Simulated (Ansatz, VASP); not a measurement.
**Tl: VASP beside Ansatz**

```
Tl
1.0
     5.85057    0.00000    0.00000
    -2.92528    5.06674    0.00000
     0.00000    0.00000    3.59380
Tl
3
Direct
  0.00000 0.00000 0.00000
  0.33333 0.66667 0.50000
  0.66667 0.33333 0.50000
```

Alike in both runs: task single point; functional RPBE; k mesh 7 × 7 × 10; occupations fermi-dirac, width 0.1 eV; no spin polarisation.

|  | VASP | Ansatz |
| --- | --- | --- |
| version | VASP 6.6.1 | Ansatz 0.2.0 |
| potentials or method | VASP PAW PBE potentials, release 64 (Tl_d), cutoff 520 eV | plane waves (420 eV) with PAW, scalar-relativistic |
| valence electrons in the cell | 39 | 39 |

```tsv
	VASP	Ansatz	Ansatz less VASP
pressure (GPa)	-0.7	-0.7	+0.05
```

VASP's potentials were made for PBE, not for RPBE. The functional is the same, so the differences come from potentials, cutoffs and numerics.

Spin-orbit coupling is off throughout.
